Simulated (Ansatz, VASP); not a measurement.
**Ni: VASP beside Ansatz**

Contents of INCAR:

```
SYSTEM = Ni
PREC = Accurate
ENCUT = 520
EDIFF = 1E-7
ISMEAR = 0
SIGMA = 0.05
LREAL = .FALSE.
LASPH = .TRUE.
NELM = 150
ALGO = Fast
ISIF = 2
LWAVE = .FALSE.
LCHARG = .FALSE.
ISPIN = 2
MAGMOM = 0.8 -0.8
LORBIT = 11
LMAXMIX = 4
GGA = PE
NBANDS = 21
```

Contents of KPOINTS:

```
regular mesh
0
G
  20 20 10
  0 0 0
```

POSCAR

```
Ni
1.0
    0.0000000000      1.7591346696      1.7591346696
    1.7591346696      0.0000000000      1.7591346696
    3.5182693392      3.5182693392      0.0000000000
Ni
2
Direct
    0.0000000000      0.0000000000      0.0000000000
    0.0000000000      0.0000000000      0.5000000000
```

Input for Ansatz:

```yaml
crystal:
  lattice:
    - [0.0, 1.7591346696, 1.7591346696]
    - [1.7591346696, 0.0, 1.7591346696]
    - [3.5182693392, 3.5182693392, 0.0]
  atoms:
    - { symbol: Ni, position: [0.0, 0.0, 0.0], spin: 0.8 }
    - { symbol: Ni, position: [0.0, 0.0, 0.5], spin: -0.8 }
basis:
  ecutwfc: 420
  ecutrho_ratio: 4
kpoints:
  mp_grid: { grid: [20, 20, 10] }
hamiltonian:
  xc: pbe
scf:
  occupations: { method: gaussian, width: 0.05 }
output:
  forces: true
  stress: true
  eigenvalues: true
  populations: true
magnetization:
  spin_polarized: true
```

Alike in both runs: task single point; functional PBE; k mesh 20 × 20 × 10; occupations gaussian, width 0.05 eV; collinear spin.

|  | VASP | Ansatz |
| --- | --- | --- |
| version | VASP 6.6.1 | Ansatz 0.2.0 |
| potentials or method | VASP PAW PBE potentials, release 64 (Ni), cutoff 520 eV | scalar-relativistic, plane waves, PAW |
| valence electrons in the cell | 20 | 36 |

```csv
,VASP,Ansatz,Ansatz less VASP
gap on the k mesh at the Fermi level (eV),none,none,-
pressure (GPa),-0.8,0.0,+0.84
"traceless stress, the component that is largest in VASP (GPa)",0.31,0.00,-0.310
net moment per atom (μB),0.00,0.64,+0.643
size of the moment on the site where the two differ most (μB),0.29,0.68,+0.394
```

The net moments are unlike, so the other rows may belong to different states. Site moments also hang on the region over which each program counts them. A gap of «none» marks a metal or a gap that the smearing closes. VASP's potentials hold 20 valence electrons a cell and Ansatz's 36, so a difference there can come from the potentials and not from the codes. Ansatz's warnings: look outside group, seeded moment not kept.
